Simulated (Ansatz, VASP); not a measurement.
Ta2Ti: VASP beside Ansatz

File INCAR:

```
SYSTEM = Ta2Ti
PREC = Accurate ; ENCUT = 600
EDIFF = 1E-6 ; ISMEAR = 0
SIGMA = 0.1 ; LREAL = .FALSE.
LASPH = .TRUE. ; NELM = 100
ALGO = Fast ; ISIF = 3
LWAVE = .FALSE. ; LCHARG = .FALSE.
GGA = PE ; IBRION = 2
NSW = 90 ; EDIFFG = -0.04
```

KPOINTS

```
regular mesh
0
G
  4 4 4
  0 0 0
```

Contents of POSCAR:

```
Ta2Ti
1.0
    4.7649642369      0.0000000000      0.0000000000
    0.0000000000      4.7649642369      0.0000000000
    0.0000000000      0.0000000000      4.7649642369
Ti Ta
2 4
Direct
    0.0000000000      0.0000000000      0.0000000000
    0.5000000000      0.5000000000      0.5000000000
    0.2500000000      0.2500000000      0.2500000000
    0.2500000000      0.7500000000      0.7500000000
    0.7500000000      0.7500000000      0.2500000000
    0.7500000000      0.2500000000      0.7500000000
```

Input for Ansatz:

```yaml
crystal:
  lattice:
    - [4.7649642369, 0.0, 0.0]
    - [0.0, 4.7649642369, 0.0]
    - [0.0, 0.0, 4.7649642369]
  atoms:
    - { symbol: Ti, position: [0.0, 0.0, 0.0] }
    - { symbol: Ti, position: [0.5, 0.5, 0.5] }
    - { symbol: Ta, position: [0.25, 0.25, 0.25] }
    - { symbol: Ta, position: [0.25, 0.75, 0.75] }
    - { symbol: Ta, position: [0.75, 0.75, 0.25] }
    - { symbol: Ta, position: [0.75, 0.25, 0.75] }
basis:
  ecutwfc: 420
kpoints:
  mp_grid: { grid: [4, 4, 4] }
hamiltonian:
  xc: pbe
scf:
  occupations: { method: gaussian, width: 0.1 }
  lower_state_search: "off"
output:
  forces: true
  stress: true
  eigenvalues: true
relax:
  adjacent_minimum: "off"
  f_tol: 0.04
  max_steps: 70
  cell: { stress_tol: 0.4 }
```

Alike in both runs: task relaxation of cell and atoms; functional PBE; k mesh 4 × 4 × 4; occupations gaussian, width 0.1 eV; no spin polarisation.

|  | VASP | Ansatz |
| --- | --- | --- |
| version | VASP 6.6.1 | Ansatz 0.2.0 |
| potentials or method | VASP PAW PBE potentials, release 64 (Ti_sv, Ta_pv), cutoff 600 eV | scalar-relativistic, plane waves, PAW |
| valence electrons in the cell | 68 | 76 |

```tsv
	VASP	Ansatz	Ansatz less VASP
gap on the k mesh at the Fermi level, each at its own relaxed structure (eV)	none	none	-
relaxed volume (Å³/atom)	25.24	25.28	+0.032
relaxed length of the cell vector where the two differ most in proportion (Å)	5.330	5.333	+0.0023
```

A gap of «none» marks a metal or a gap that the smearing closes. VASP's potentials hold 68 valence electrons a cell and Ansatz's 76, so a difference there can come from the potentials and not from the codes.

Neither program's run includes spin-orbit coupling. Noted on VASP's run: the volume moved by over 15 % at a fixed basis, so the end points are rough.
